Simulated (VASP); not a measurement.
Wanted: the native input for a VASP 6.6.1 run.

```yaml
Task: single point
Functional: PBE
Dispersion: D3(BJ)
Potentials_or_basis: VASP PAW PBE potentials, release 64 (Ti_sv, H)
Cutoff: 520 eV
k_mesh: 3 × 2 × 4
Occupations: gaussian, width 0.15 eV
Spin: no spin polarisation
Dipole_correction: no
Further_INCAR_settings: ALGO = Normal; EDIFF = 1e-07; NBANDS = 84
```

The structure of Ti12H (a cell with a defect) lies in POSCAR:

```
Ti12H
1.0
    5.9000000000      0.0000000000      0.0000000000
   -4.4250000000      7.6643250000      0.0000000000
    0.0000000000      0.0000000000      4.6846000000
Ti H
12 1
Direct
   -0.0059164128     -0.0040379290     -0.0088425906
    0.1544845252      0.2164365420      0.5055477522
   -0.0023953476      0.3306394236     -0.0008019895
    0.1663554165      0.5551706119      0.5031554455
    0.0046874119      0.6696855888      0.0023528156
    0.1690101897      0.8898924563      0.4972277249
    0.5014501888     -0.0007875449     -0.0048625283
    0.6699865802      0.2176259488      0.5075391709
    0.4976706197      0.3316071539     -0.0030815865
    0.6758501387      0.5656302414      0.5130506340
    0.4982636698      0.6671594694      0.0002004440
    0.6629006370      0.8868218662      0.4952689664
    0.5010916886      0.3355421384      0.3946332664
```

One way to write it, as run:

INCAR

```
  PREC = Accurate
  ENCUT = 520
  EDIFF = 1E-7
  ISMEAR = 0
  SIGMA = 0.15
  LREAL = F
  LASPH = T
  NELM = 60
  ALGO = Normal
  ISIF = 2
  LWAVE = F
  LCHARG = F
  GGA = PE
  IVDW = 12
  NBANDS = 84
```

KPOINTS

```
Automatic mesh
0
Gamma
  3 2 4
```

Potentials or basis: VASP PAW PBE potentials, release 64 (Ti_sv, H).

Run with:

```bash
$ cat potpaw_PBE.64/Ti_sv/POTCAR potpaw_PBE.64/H/POTCAR > POTCAR
$ mpirun -np 1 vasp_std > vasp.out
```

It gave:

The pressure is -5.8 GPa. The largest force is 0.024 eV/Å and the dispersion energy per atom is -0.561 eV.

Caveat: the k points lie up to 0.41 Å⁻¹ apart.

It took 7.2 min on 1 thread of AMD EPYC 9R14 (Zen 4) (shared host), peak memory 0.4 GiB.
